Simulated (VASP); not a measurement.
# NaCaSe6 (Fm-3m) in VASP: relaxation of cell and atoms with PBE

Aim: the relaxation of cell and atoms of NaCaSe6 with PBE.

All numbers are computed with VASP 6.6.1; they aren't measurements. Logs are shortened: lines on timing, memory, paths and dates and some standing lists are left out, and cuts for length are marked.

### Step 1. The cell of the first run

The structure is cubic, space group Fm-3m (No. 225). Conventional cell: a = 11.572 Å, b = 11.572 Å, c = 11.572 Å, α = 90.00°, β = 90.00°, γ = 90.00°. Na (site symmetry m-3m) has 6 Se at 2.84 Å within 3.7 Å. Ca (site symmetry m-3m) has 6 Se at 2.94 Å within 3.9 Å. Se (site symmetry 4mm) has 1 Na at 2.84 Å and 1 Ca at 2.94 Å within 3.7 Å.

### Step 2. Relaxation of cell and atoms, PBE

The input, INCAR:

```
PREC     = Accurate       # precision mode
ENCUT    = 600            # plane-wave cutoff, eV
EDIFF    = 1E-7           # SCF threshold, eV
ISMEAR   = 0              # smearing method
SIGMA    = 0.1            # smearing width, eV
LREAL    = F              # projectors in reciprocal space
LASPH    = T              # aspherical terms in the spheres
NELM     = 100            # most SCF steps
ALGO     = Normal         # electronic algorithm
ISIF     = 3              # what is computed and relaxed
LWAVE    = F              # write WAVECAR
LCHARG   = F              # write CHGCAR
GGA      = PE             # functional
IBRION   = 2              # ionic algorithm
NSW      = 100            # ionic steps
EDIFFG   = -0.01          # ionic threshold
```

The input, KPOINTS:

```
Automatic mesh
0
Gamma
  6 6 6
```

The input, POSCAR:

```
NaCaSe6
1.0
    0.0000000000      5.7860358600      5.7860358600
    5.7860358600      0.0000000000      5.7860358600
    5.7860358600      5.7860358600      0.0000000000
Na Ca Se
1 1 6
Direct
    0.0000000000      0.0000000000      0.0000000000
    0.5000000000      0.5000000000      0.5000000000
    0.7541709600      0.2458290400      0.2458290400
    0.2458290400      0.7541709600      0.2458290400
    0.2458290400      0.2458290400      0.7541709600
    0.2458290400      0.7541709600      0.7541709600
    0.7541709600      0.2458290400      0.7541709600
    0.7541709600      0.7541709600      0.2458290400
```

Potentials or basis: VASP PAW PBE potentials, release 64 (Na_pv, Ca_sv, Se).

The run is started by

```
$ cat potpaw_PBE.64/Na_pv/POTCAR potpaw_PBE.64/Ca_sv/POTCAR potpaw_PBE.64/Se/POTCAR > POTCAR
$ mpirun -np 1 vasp_std > vasp.out
```

OUTCAR:

```text
PREC = Accurate
   ENCUT = 600
   EDIFF = 1E-7
   ISMEAR = 0
   LREAL = F
   LASPH = T
   NELM = 100
   ISIF = 3
   GGA = PE
   IBRION = 2
   NSW = 100
   EDIFFG = -0.01

 ion  position               nearest neighbor table
   1  0.000  0.000  0.000-
   2  0.500  0.500  0.500-   3 2.94   4 2.94   5 2.94   6 2.94   7 2.94   8 2.94
   3  0.754  0.246  0.246-   2 2.94
   4  0.246  0.754  0.246-   2 2.94
   5  0.246  0.246  0.754-   2 2.94
   6  0.246  0.754  0.754-   2 2.94
   7  0.754  0.246  0.754-   2 2.94
   8  0.754  0.754  0.246-   2 2.94

  LATTYP: Found a face centered cubic cell.
 ALAT       =    11.5720717200

  Lattice vectors:

 A1 = (   0.0000000000,   5.7860358600,   5.7860358600)
 A2 = (   5.7860358600,   0.0000000000,   5.7860358600)
 A3 = (   5.7860358600,   5.7860358600,   0.0000000000)

Analysis of symmetry for initial positions (statically):
=====================================================================
 Subroutine PRICEL returns:
 Original cell was already a primitive cell.

 Routine SETGRP: Setting up the symmetry group for a
 face centered cubic supercell.

 Subroutine GETGRP returns: Found 48 space group operations
 (whereof 48 operations were pure point group operations)
 out of a pool of 48 trial point group operations.

The static configuration has the point symmetry O_h .

Analysis of symmetry for dynamics (positions and initial velocities):
=====================================================================
 Subroutine PRICEL returns:
 Original cell was already a primitive cell.

 Routine SETGRP: Setting up the symmetry group for a
 face centered cubic supercell.

 Subroutine GETGRP returns: Found 48 space group operations
 (whereof 48 operations were pure point group operations)
 out of a pool of 48 trial point group operations.

The dynamic configuration has the point symmetry O_h .

 Subroutine INISYM returns: Found 48 space group operations
 (whereof 48 operations are pure point group operations),
 and found     1 'primitive' translations

----------------------------------------------------------------------------------------

                                     Primitive cell

  volume of cell :     387.4123

  direct lattice vectors                    reciprocal lattice vectors
     0.000000000  5.786035860  5.786035860    -0.086414950  0.086414950  0.086414950
     5.786035860  0.000000000  5.786035860     0.086414950 -0.086414950  0.086414950
     5.786035860  5.786035860  0.000000000     0.086414950  0.086414950 -0.086414950

  length of vectors
     8.182690386  8.182690386  8.182690386     0.149675084  0.149675084  0.149675084

  position of ions in fractional coordinates (direct lattice)
     0.000000000  0.000000000  0.000000000
     0.500000000  0.500000000  0.500000000
     0.754170960  0.245829040  0.245829040
     0.245829040  0.754170960  0.245829040
     0.245829040  0.245829040  0.754170960
     0.245829040  0.754170960  0.754170960
     0.754170960  0.245829040  0.754170960
     0.754170960  0.754170960  0.245829040

  ion indices of the primitive-cell ions
   primitive index   ion index
                 1           1
                 2           2
                 3           3
                 4           4
                 5           5
                 6           6
                 7           7
                 8           8

----------------------------------------------------------------------------------------

 KPOINTS: Automatic mesh

Automatic generation of k-mesh.
 Grid dimensions read from file:
 generate k-points for:    6    6    6

 Generating k-lattice:

  Cartesian coordinates                     Fractional coordinates (reciprocal lattice)
    -0.014402492  0.014402492  0.014402492     0.166666667  0.000000000  0.000000000
     0.014402492 -0.014402492  0.014402492     0.000000000  0.166666667  0.000000000
     0.014402492  0.014402492 -0.014402492     0.000000000  0.000000000  0.166666667

  Length of vectors
     0.024945847  0.024945847  0.024945847

  Shift w.r.t. Gamma in fractional coordinates (k-lattice)
     0.000000000  0.000000000  0.000000000

 Subroutine IBZKPT returns following result:
 ===========================================

 Found     16 irreducible k-points:

 Following reciprocal coordinates:
            Coordinates               Weight
  0.000000  0.000000  0.000000      1.000000
  0.166667  0.000000  0.000000      8.000000
  0.333333  0.000000  0.000000      8.000000
  0.500000  0.000000  0.000000      4.000000
  0.166667  0.166667  0.000000      6.000000
  0.333333  0.166667  0.000000     24.000000
[... 8 lines left out ...]
 -0.333333  0.333333  0.166667     24.000000
 -0.333333  0.500000  0.166667     12.000000
   k-points           NKPTS =     16   k-points in BZ     NKDIM =     16   number of bands    NBANDS=     31
   number of dos      NEDOS =    301   number of ions     NIONS =      8
   total plane-waves  NPLWV = 343000
   dimension x,y,z NGX =    70 NGY =   70 NGZ =   70
   dimension x,y,z NGXF=   140 NGYF=  140 NGZF=  140
   ions per type =               1   1   6
   NGX,Y,Z   is equivalent  to a cutoff of  14.22, 14.22, 14.22 a.u.
   NGXF,Y,Z  is equivalent  to a cutoff of  28.44, 28.44, 28.44 a.u.
 SYSTEM =  unknown system
   PREC   = accura    normal or accurate (medium, high low for compatibility)
   ISTART =      0    job   : 0-new  1-cont  2-samecut
   ICHARG =      2    charge: 1-file 2-atom 10-const
   ISPIN  =      1    spin polarized calculation?
   LNONCOLLINEAR =      F non collinear calculations
   LSORBIT =      F    spin-orbit coupling
   LASPH  =      T    aspherical Exc in radial PAW
   ENCUT  =  600.0 eV  44.10 Ry    6.64 a.u.  16.34 16.34 16.34*2*pi/ulx,y,z
   NELM   =    100;   NELMIN=  2; NELMDL= -5     # of ELM steps
   EDIFF  = 0.1E-06   stopping-criterion for ELM
   LREAL  =      F    real-space projection
   EDIFFG = -.1E-01   stopping-criterion for IOM
   NSW    =    100    number of steps for IOM
   IBRION =      2    ionic relax: 0-MD 1-quasi-New 2-CG
   NFREE  =      1    steps in history (QN), initial steepest desc. (CG)
   ISIF   =      3    stress and relaxation
   ISYM   =      2    0-nonsym 1-usesym 2-fastsym
   POTIM  = 0.5000    time-step for ionic-motion
   TEBEG  =    0.0;   TEEND  =   0.0 temperature during run
   PSTRESS=    0.0 pullay stress
   NELECT =      53.0000    total number of electrons
   NUPDOWN=      -1.0000    fix difference up-down
   EMIN   =  10.00;   EMAX   =-10.00  energy-range for DOS
   EFERMI =   0.00;   METHOD = LEGACY
   ISMEAR =     0;   SIGMA  =   0.10  broadening in eV -4-tet -1-fermi 0-gaus
   EFERMI_NEDOS =   21; number of points for ismear=-14 and -15
   IALGO  =     38    algorithm
   IMIX   =      4    mixing-type and parameters
     AMIX     =   0.40;   BMIX     =  1.00
     AMIX_MAG =   1.60;   BMIX_MAG =  1.00
  volume/ion in A,a.u.               =      48.43       326.80
  Fermi-wavevector in a.u.,A,eV,Ry     =   0.843546  1.594072  9.681506  0.711571
  Thomas-Fermi vector in A             =   1.958432
   LORBIT       =      0    0 simple, 1 ext, 2 COOP (PROOUT), +10 PAW based schemes
   GGA     = PE    functional components
   LHFCALC =     F    Hartree Fock is set to
   AEXX    =    0.0000 exact exchange contribution
   IVDW    =     0    specifies the selected vdW correction
   LEPSILON=     F    determine dielectric tensor
   LRPA    =     F    only Hartree local field effects (RPA)
 conjugate gradient relaxation of ions
 non-spin polarized calculation
 Gauss-broadening in eV      SIGMA  =   0.10
  energy-cutoff  :      600.00
  volume of cell :      387.41
 maximum number of plane-waves:     12976
 NGX is ok and might be reduce to    70
   NGX = 33   NGY = 33   NGZ = 33

--------------------------------------- Ionic step        1  -------------------------------------------

 number of electron      53.0000002 magnetization

 Free energy of the ion-electron system (eV)
  ---------------------------------------------------
  ext. energy  EPLUGINS =         0.00000000
  ---------------------------------------------------
  free energy    TOTEN  =       -19.75364608 eV

  energy without entropy =      -19.65792196  energy(sigma->0) =      -19.70578402

------------------------ aborting loop because EDIFF is reached ----------------------------------------

  FORCE on cell =-STRESS in cart. coord.  units (eV):
  Direction    XX          YY          ZZ          XY          YZ          ZX
  --------------------------------------------------------------------------------------
  -------------------------------------------------------------------------------------
  Total       -5.3948148     -5.3948148     -5.3948148     -0.0000000      0.0000000      0.0000000
  in kB      -22.3107293    -22.3107293    -22.3107293     -0.0000000      0.0000000      0.0000000
  external PRESSURE =     -22.3107293 kB  Pullay stress =       0.0000000 kB
[... 237 lines left out ...]
  energy  without entropy=      -20.3119880787  energy(sigma->0) =      -20.34273003

--------------------------------------- Ionic step        7  -------------------------------------------

 number of electron      52.9999997 magnetization

 Free energy of the ion-electron system (eV)
  ---------------------------------------------------
  ext. energy  EPLUGINS =         0.00000000
  ---------------------------------------------------
  free energy    TOTEN  =       -20.37667077 eV

  energy without entropy =      -20.31473733  energy(sigma->0) =      -20.34570405

 E-fermi :  -1.1284     XC(G=0):  -6.9910

 val. band max:       -1.1363709724   @ k =  -0.3333   0.1667   0.0000
 cond. band min:      -1.1121211329   @ k =   0.3333   0.0000   0.0000
 fundamental gap:      0.0242498394
 Fermi energy:        -1.1283667016

 k-point     1 :       0.0000    0.0000    0.0000
  band No.  band energies     occupation
      1     -39.6966      2.00000
      2     -23.0648      2.00000
      3     -23.0648      2.00000
      4     -23.0648      2.00000
      5     -20.8585      2.00000
      6     -20.8585      2.00000
[... 568 lines left out ...]
  FREE ENERGIE OF THE ION-ELECTRON SYSTEM (eV)
  ---------------------------------------------------
  free  energy   TOTEN  =       -20.3766707674 eV

  energy  without entropy=      -20.3147373283  energy(sigma->0) =      -20.34570405

 reached required accuracy - stopping structural energy minimisation
```

Wall time 19 min (1 thread of Intel Xeon 6975P-C (Granite Rapids), shared host); peak memory 0.89 GiB.

Results:

```yaml
Free_energy: -20.3767 eV
Relaxed_volume: 39.27 Å³/atom
Relaxed_cell: a = 7.630 Å, b = 7.630 Å, c = 7.630 Å, α = 60.00°, β = 60.00°, γ = 60.00°
Space_group_after_relaxing_to_0.1_Å: Fm-3m (No. 225)
Energy_gained_by_relaxing: 77.9 meV/atom
Ionic_steps: 7
Pressure_after_relaxing: 0.0 GPa
Largest_force_after_relaxing: 0.004 eV/Å
Band_gap_on_the_k_mesh: zero (an odd number of electrons rules out a gap without spin polarisation)
```

Forces on the atoms (eV/Å):
```
Na   0.000  0.000  0.000
Ca   0.000  0.000  0.000
Se   0.004  0.000  0.000
Se   0.000  0.004  0.000
Se   0.000  0.000  0.004
Se  -0.004  0.000  0.000
Se   0.000 -0.004  0.000
Se   0.000  0.000 -0.004
```

Step by step:
```csv
step,energy change (eV),largest force (eV/Å),pressure (GPa),volume (Å³)
1,0.0000,0.1765,-2.23,387.41
2,-0.4381,0.0677,-1.46,350.82
3,-0.6128,0.0640,-0.29,320.77
4,-0.6172,0.0966,0.02,314.77
5,-0.6173,0.0891,-0.05,316.13
6,-0.6198,0.0661,-0.04,315.63
7,-0.6230,0.0044,-0.02,314.14
```

Final structure:
```
Na Ca Se
1.0
     0.00000    5.39549    5.39549
     5.39549    0.00000    5.39549
     5.39549    5.39549    0.00000
Na Ca Se
1 1 6
Direct
  0.00000 0.00000 0.00000
  0.50000 0.50000 0.50000
  0.75459 0.24541 0.24541
  0.24541 0.75459 0.24541
  0.24541 0.24541 0.75459
  0.24541 0.75459 0.75459
  0.75459 0.24541 0.75459
  0.75459 0.75459 0.24541
```

Caveat: the volume moved by over 15 % at a fixed basis, so the end points are rough.

The gap in the log of VASP goes by the Fermi energy; the results here count the filled bands.